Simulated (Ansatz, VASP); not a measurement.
**Two plane-wave programs on Cs**

INCAR

```
PREC = Accurate
ENCUT = 520
EDIFF = 1E-7
ISMEAR = -1
SIGMA = 0.1
LREAL = False
LASPH = True
NELM = 80
ALGO = Normal
ISIF = 2
LWAVE = False
LCHARG = False
GGA = CA
NBANDS = 10
```

File KPOINTS:

```
regular mesh
0
Gamma
  5 5 5
```

Contents of POSCAR:

```
Cs
1.0
   -2.8840810378      2.8840810378      2.8840810378
    2.8840810378     -2.8840810378      2.8840810378
    2.8840810378      2.8840810378     -2.8840810378
Cs
1
Direct
    0.0000000000      0.0000000000      0.0000000000
```

Input for Ansatz:

```yaml
crystal:
  lattice:
    - [-2.8840810378, 2.8840810378, 2.8840810378]
    - [2.8840810378, -2.8840810378, 2.8840810378]
    - [2.8840810378, 2.8840810378, -2.8840810378]
  atoms:
    - { symbol: Cs, position: [0.0, 0.0, 0.0] }
hamiltonian:
  xc: lda
  pseudopotentials:
    kind: paw
    azcp:
      Cs: "pseudopotentials/Cs.paw.azcp"
basis:
  ecutwfc: 420
  fft_grid_basis: typed
kpoints:
  mp_grid: { grid: [5, 5, 5], shift: [0, 0, 0] }
magnetization:
  spin_polarized: false
scf:
  occupations: { method: fermi_dirac, width: 0.1 }
  lower_state_search: "off"
output:
  stress: true
```

Alike in both runs: task single point; functional LDA; k mesh 5 × 5 × 5; occupations fermi-dirac, width 0.1 eV; no spin polarisation.

|  | VASP | Ansatz |
| --- | --- | --- |
| version | VASP 6.6.1 | Ansatz 0.2.0 |
| potentials or method | VASP PAW LDA potentials, release 64 (Cs_sv), cutoff 520 eV | plane waves (420 eV) with PAW, scalar-relativistic |
| valence electrons in the cell | 9 | 9 |

```tsv
	VASP	Ansatz	Ansatz less VASP
pressure (GPa)	0.0	0.0	+0.01
```

Ansatz warns that its potentials were made for another functional, while VASP's fit it. LDA's correlation is that of Perdew and Zunger in VASP and of Perdew and Wang (1992) in Ansatz.

Spin-orbit coupling is off throughout.
